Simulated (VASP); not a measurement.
# Sr (P6/mmm) in VASP: single point with LDA

Aim: the single point of Sr with LDA.

Everything below comes from runs of VASP 6.6.1. Logs are shortened: lines on timing, memory, paths and dates and some standing lists are left out, and cuts for length are marked.

## (1) The cell of the first run

It takes space group P6/mmm (No. 191, hexagonal). The conventional cell has a = 4.052 Å, b = 4.052 Å, c = 5.589 Å, α = 90.00°, β = 90.00°, γ = 120.00°. Sr (site symmetry 6/mmm) has 6 Sr at 4.05 Å within 5.3 Å.

## (2) Single point, LDA

The input, INCAR:

```
SYSTEM = Sr
PREC     = Accurate       ! precision mode
ENCUT    = 500            ! plane-wave cutoff, eV
EDIFF    = 1E-6           ! SCF threshold, eV
ISMEAR   = -1             ! smearing method
SIGMA    = 0.1            ! smearing width, eV
LREAL    = .FALSE.        ! projectors in reciprocal space
LASPH    = .TRUE.         ! aspherical terms in the spheres
NELM     = 120            ! most SCF steps
ALGO     = Normal         ! electronic algorithm
ISIF     = 2              ! what is computed and relaxed
LWAVE    = .FALSE.        ! write WAVECAR
LCHARG   = .FALSE.        ! write CHGCAR
GGA      = CA             ! functional
NBANDS   = 11             ! bands
GGA_COMPAT= .FALSE.
```

The input, KPOINTS:

```
regular mesh
0
G
  7 7 4
  0 0 0
```

The input, POSCAR:

```
Sr
1.0
    4.0516743400      0.0000000000      0.0000000000
   -2.0258371700      3.5088529000      0.0000000000
    0.0000000000      0.0000000000      5.5893800000
Sr
1
Direct
    0.0000000000      0.0000000000      0.0000000000
```

Potentials or basis: VASP PAW LDA potentials, release 64 (Sr_sv).

Launch:

```
cat potpaw_LDA.64/Sr_sv/POTCAR > POTCAR
mpirun -np 1 vasp_std > vasp.out
```

OUTCAR:

```text
SYSTEM = Sr
   PREC = Accurate
   ENCUT = 500
   EDIFF = 1E-6
   ISMEAR = -1
   LREAL = .FALSE.
   LASPH = .TRUE.
   NELM = 120
   ISIF = 2
   GGA = CA

 ion  position               nearest neighbor table
   1  0.000  0.000  0.000-

  LATTYP: Found a hexagonal cell.
 ALAT       =     4.0516743400
 C/A-ratio  =     1.3795235083

  Lattice vectors:

 A1 = (   4.0516743400,   0.0000000000,   0.0000000000)
 A2 = (  -2.0258371700,   3.5088529000,   0.0000000000)
 A3 = (   0.0000000000,   0.0000000000,   5.5893800000)

Analysis of symmetry for initial positions (statically):
=====================================================================
 Subroutine PRICEL returns:
 Original cell was already a primitive cell.

 Routine SETGRP: Setting up the symmetry group for a
 hexagonal supercell.

 Subroutine GETGRP returns: Found 24 space group operations
 (whereof 24 operations were pure point group operations)
 out of a pool of 24 trial point group operations.

The static configuration has the point symmetry D_6h.

Analysis of symmetry for dynamics (positions and initial velocities):
=====================================================================
 Subroutine PRICEL returns:
 Original cell was already a primitive cell.

 Routine SETGRP: Setting up the symmetry group for a
 hexagonal supercell.

 Subroutine GETGRP returns: Found 24 space group operations
 (whereof 24 operations were pure point group operations)
 out of a pool of 24 trial point group operations.

The dynamic configuration has the point symmetry D_6h.

 Subroutine INISYM returns: Found 24 space group operations
 (whereof 24 operations are pure point group operations),
 and found     1 'primitive' translations

----------------------------------------------------------------------------------------

                                     Primitive cell

  volume of cell :      79.4627

  direct lattice vectors                    reciprocal lattice vectors
     4.051674340  0.000000000  0.000000000     0.246811544  0.142496712  0.000000000
    -2.025837170  3.508852900  0.000000000     0.000000000  0.284993423  0.000000000
     0.000000000  0.000000000  5.589380000     0.000000000  0.000000000  0.178910720

  length of vectors
     4.051674340  4.051674335  5.589380000     0.284993423  0.284993423  0.178910720
[... 79 lines left out ...]
   LREAL  =      F    real-space projection
   EDIFFG = 0.1E-04   stopping-criterion for IOM
   NSW    =      0    number of steps for IOM
   IBRION =     -1    ionic relax: 0-MD 1-quasi-New 2-CG
   NFREE  =      0    steps in history (QN), initial steepest desc. (CG)
   ISIF   =      2    stress and relaxation
   ISYM   =      2    0-nonsym 1-usesym 2-fastsym
   POTIM  = 0.5000    time-step for ionic-motion
   TEBEG  =    0.0;   TEEND  =   0.0 temperature during run
   PSTRESS=    0.0 pullay stress
   NELECT =      10.0000    total number of electrons
   NUPDOWN=      -1.0000    fix difference up-down
   EMIN   =  10.00;   EMAX   =-10.00  energy-range for DOS
   EFERMI =   0.00;   METHOD = LEGACY
   ISMEAR =    -1;   SIGMA  =   0.10  broadening in eV -4-tet -1-fermi 0-gaus
   EFERMI_NEDOS =   21; number of points for ismear=-14 and -15
   IALGO  =     38    algorithm
   IMIX   =      4    mixing-type and parameters
     AMIX     =   0.40;   BMIX     =  1.00
     AMIX_MAG =   1.60;   BMIX_MAG =  1.00
  volume/ion in A,a.u.               =      79.46       536.24
  Fermi-wavevector in a.u.,A,eV,Ry     =   0.820390  1.550312  9.157263  0.673040
  Thomas-Fermi vector in A             =   1.931364
   LORBIT       =      0    0 simple, 1 ext, 2 COOP (PROOUT), +10 PAW based schemes
   GGA     = CA    functional components
   LHFCALC =     F    Hartree Fock is set to
   AEXX    =    0.0000 exact exchange contribution
   IVDW    =     0    specifies the selected vdW correction
   LEPSILON=     F    determine dielectric tensor
   LRPA    =     F    only Hartree local field effects (RPA)
 non-spin polarized calculation
  energy-cutoff  :      500.00
  volume of cell :       79.46
 maximum number of plane-waves:      2067
 NGX is ok and might be reduce to    30
   NGX = 15   NGY = 15   NGZ = 21

 number of electron      10.0000000 magnetization

 Free energy of the ion-electron system (eV)
  ---------------------------------------------------
  ext. energy  EPLUGINS =         0.00000000
  ---------------------------------------------------
  free energy    TOTEN  =        -1.32023220 eV

  energy without entropy =       -1.27477016  energy(sigma->0) =       -1.29750118

 E-fermi :   0.2288     XC(G=0):  -6.2900

 val. band max:        0.1984837692   @ k =   0.4286   0.1429   0.5000
 cond. band min:       0.2690788898   @ k =   0.2857   0.2857   0.0000
 fundamental gap:      0.0705951206
 Fermi energy:         0.2288400506

 k-point     1 :       0.0000    0.0000    0.0000
  band No.  band energies     occupation
      1     -36.5858      2.00000
      2     -18.7339      2.00000
      3     -18.4953      2.00000
      4     -18.4953      2.00000
      5      -2.8437      2.00000
      6       0.6412      0.03186
      7       2.5187      0.00000
      8       2.5187      0.00000
      9       2.5680      0.00000
     10       4.2082      0.00000
     11       4.2082      0.00000
[... 309 lines left out ...]
 k-point    24 :       0.2857    0.2857    0.5000
  band No.  band energies     occupation
      1     -36.5650      2.00000
      2     -18.7004      2.00000
      3     -18.6971      2.00000
      4     -18.6324      2.00000
      5       0.8053      0.00625
      6       0.9165      0.00206
      7       0.9504      0.00147
      8       1.8390      0.00000
      9       3.1871      0.00000
     10       3.6062      0.00000
     11       4.9098      0.00000

------------------------ aborting loop because EDIFF is reached ----------------------------------------

  FORCE on cell =-STRESS in cart. coord.  units (eV):
  Direction    XX          YY          ZZ          XY          YZ          ZX
  --------------------------------------------------------------------------------------
  -------------------------------------------------------------------------------------
  Total       -0.0345528     -0.0345528     -0.8765337      0.0000000      0.0000000      0.0000000
  in kB       -0.6966752     -0.6966752    -17.6732269      0.0000000      0.0000000      0.0000000
  external PRESSURE =      -6.3555258 kB  Pullay stress =       0.0000000 kB

 VOLUME and BASIS-vectors are now :
 -----------------------------------------------------------------------------
  energy-cutoff  :      500.00
  volume of cell :       79.46
      direct lattice vectors                 reciprocal lattice vectors
     4.051674340  0.000000000  0.000000000     0.246811544  0.142496712  0.000000000
    -2.025837170  3.508852900  0.000000000     0.000000000  0.284993423  0.000000000
     0.000000000  0.000000000  5.589380000     0.000000000  0.000000000  0.178910720

 POSITION                                       TOTAL-FORCE (eV/Angst)
 -----------------------------------------------------------------------------------
      0.00000      0.00000      0.00000        -0.000000      0.000000      0.000000
 -----------------------------------------------------------------------------------
    total drift:                                0.000000      0.000000     -0.000000

  FREE ENERGIE OF THE ION-ELECTRON SYSTEM (eV)
  ---------------------------------------------------
  free  energy   TOTEN  =        -1.3202321971 eV

  energy  without entropy=       -1.2747701595  energy(sigma->0) =       -1.29750118
```

OSZICAR:

```text
N       E                     dE             d eps       ncg     rms          rms(c)
DAV:   1     0.432248966579E+02    0.43225E+02   -0.44978E+03   528   0.737E+02
DAV:   2     0.990397410578E+00   -0.42234E+02   -0.41439E+02   626   0.152E+02
DAV:   3    -0.129182166135E+01   -0.22822E+01   -0.22616E+01   855   0.272E+01
DAV:   4    -0.138349053568E+01   -0.91669E-01   -0.91431E-01   637   0.536E+00
DAV:   5    -0.138792060568E+01   -0.44301E-02   -0.44278E-02   777   0.798E-01    0.102E+01
DAV:   6    -0.133444779509E+01    0.53473E-01   -0.67586E-02   597   0.114E+00    0.541E+00
DAV:   7    -0.132014055542E+01    0.14307E-01   -0.77826E-02   597   0.123E+00    0.478E-01
DAV:   8    -0.132017974571E+01   -0.39190E-04   -0.24529E-03   634   0.276E-01    0.125E-01
DAV:   9    -0.132020415425E+01   -0.24409E-04   -0.13056E-04   686   0.664E-02    0.243E-02
DAV:  10    -0.132023129492E+01   -0.27141E-04   -0.30241E-05   660   0.265E-02    0.909E-03
DAV:  11    -0.132023219708E+01   -0.90216E-06   -0.19754E-06   680   0.746E-03
   1 F= -.13202322E+01 E0= -.12975012E+01  d E =-.454620E-01
```

Run time: 24 s. Hardware: 1 thread of Intel Xeon 8259CL, shared host; peak memory 0.16 GiB.

What came out:

- Free energy: -1.3202 eV
- Pressure: -0.6 GPa
- Band gap on the k mesh: zero (band 5 reaches 0.81 eV, above the bottom of band 6 at -0.36 eV)

Levels at points of the mesh, in eV from the Fermi level:
| k point | band 3 | band 4 | band 5 | band 6 | band 7 | band 8 |
| --- | --- | --- | --- | --- | --- | --- |
| (0.00, 0.00, 0.00) | -18.72 | -18.72 | -3.07 | 0.41 | 2.29 | 2.29 |
| (0.00, 0.00, 0.50) | -18.72 | -18.72 | -2.53 | -0.59 | 2.32 | 2.32 |
